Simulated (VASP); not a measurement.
A run of VASP 6.6.1:

The input INCAR:

```
  PREC = Accurate
  ENCUT = 520
  EDIFF = 1E-6
  ISMEAR = 0
  SIGMA = 0.01
  LREAL = False
  LASPH = True
  NELM = 60
  ALGO = Normal
  ISIF = 2
  LWAVE = False
  LCHARG = False
  GGA = PE
  ISYM = 0
  NBANDS = 20
```

Contents of KPOINTS:

```
Automatic mesh
0
Gamma
  6 6 6
```

The input POSCAR:

```
CdF2
1.0
    0.0000000000      2.6941776810      2.6941776810
    2.6941776810      0.0000000000      2.6941776810
    2.6941776810      2.6941776810      0.0000000000
Cd F
1 2
Direct
    0.0000000000      0.0000000000      0.0000000000
    0.2500000000      0.2500000000      0.2500000000
    0.7500000000      0.7500000000      0.7500000000
```

Potentials or basis: VASP PAW PBE potentials, release 64 (Cd, F).

The run is started by

```sh
$ cat potpaw_PBE.64/Cd/POTCAR potpaw_PBE.64/F/POTCAR > POTCAR
$ mpirun -np 1 vasp_std > vasp.out
```

Hardware: 1 thread of Intel(R) Xeon(R) 6975P-C (Granite Rapids), with other jobs on the host.

Problem. How long does it take, and how much memory?

Solution. It took 29 s on 1 thread of Intel(R) Xeon(R) 6975P-C (Granite Rapids), with other jobs on the host, peak memory 0.21 GiB. Counts: scf iterations 14, k points 112.
